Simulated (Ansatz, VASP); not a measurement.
**Two plane-wave programs on BAs**

```
B As
1.0
     0.00000    2.19742    2.48404
     2.19742    0.00000    2.48404
     2.19742    2.19742    0.00000
B As
1 1
Cartesian
  0.0000 0.0000 0.0000
  3.2961 3.2961 3.7261
```

Change from the starting cell: strain -0.080 along x and y, +0.040 along z, atoms carried along.

Alike in both runs: task single point; functional LDA; k mesh 10 × 10 × 10; occupations gaussian, width 0.05 eV; no spin polarisation.

|  | VASP | Ansatz |
| --- | --- | --- |
| version | VASP 6.6.1 | Ansatz 0.2.0 |
| potentials or method | VASP PAW LDA potentials, release 64 (B, As_d), cutoff 600 eV | scalar-relativistic, plane waves, PAW |
| valence electrons in the cell | 18 | 18 |

```csv
,VASP,Ansatz,Ansatz less VASP
gap on the k mesh at the Fermi level (eV),none,none,-
pressure (GPa),17.9,17.5,-0.35
"traceless stress, the component that is largest in VASP (GPa)",-22.52,-22.56,-0.039
```

LDA's correlation is that of Perdew and Zunger in VASP and of Perdew and Wang (1992) in Ansatz. A gap of «none» marks a metal or a gap that the smearing closes.
